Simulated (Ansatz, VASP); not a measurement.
Al: VASP beside Ansatz

The input INCAR:

```
PREC = Accurate
ENCUT = 520
EDIFF = 1E-7
ISMEAR = 0
SIGMA = 0.15
LREAL = F
LASPH = T
NELM = 60
ALGO = Fast
ISIF = 2
LWAVE = F
LCHARG = T
GGA = PS
LELF = T
LVHAR = T
NBANDS = 8
```

Contents of KPOINTS:

```
regular mesh
0
Gamma
  28 28 28
```

File POSCAR:

```
Al
1.0
   -1.9747832450      1.6266451653      1.6266451653
    1.6266451653     -1.9747832450      1.6266451653
    1.6266451653      1.6266451653     -1.9747832450
Al
1
Direct
    0.0000000000      0.0000000000      0.0000000000
```

Input for Ansatz:

```yaml
crystal:
  lattice:
    - [-1.974783245, 1.6266451653, 1.6266451653]
    - [1.6266451653, -1.974783245, 1.6266451653]
    - [1.6266451653, 1.6266451653, -1.974783245]
  atoms:
    - { symbol: Al, position: [0.0, 0.0, 0.0] }
basis:
  ecutwfc: 420
kpoints:
  mp_grid: { grid: [28, 28, 28] }
hamiltonian:
  xc: pbesol
scf:
  occupations: { method: gaussian, width: 0.15 }
output:
  forces: true
  stress: true
  eigenvalues: true
```

Alike in both runs: task single point; functional PBEsol; k mesh 28 × 28 × 28; occupations gaussian, width 0.15 eV; no spin polarisation.

```csv
,VASP,Ansatz
version,VASP 6.6.1,Ansatz 0.2.0
potentials or method,"VASP PAW PBE potentials, release 64 (Al), cutoff 520 eV","scalar-relativistic, plane waves, PAW"
valence electrons in the cell,3,3
```

|  | VASP | Ansatz | Ansatz less VASP |
| --- | --- | --- | --- |
| gap on the k mesh at the Fermi level (eV) | none | none | - |
| pressure (GPa) | 19.5 | 19.3 | -0.18 |
| traceless stress, the component that is largest in VASP (GPa) | 25.10 | 24.91 | -0.194 |

VASP's potentials were made for PBE, not for PBEsol. A gap of «none» marks a metal or a gap that the smearing closes. The functional is the same, so the differences come from potentials, cutoffs and numerics.
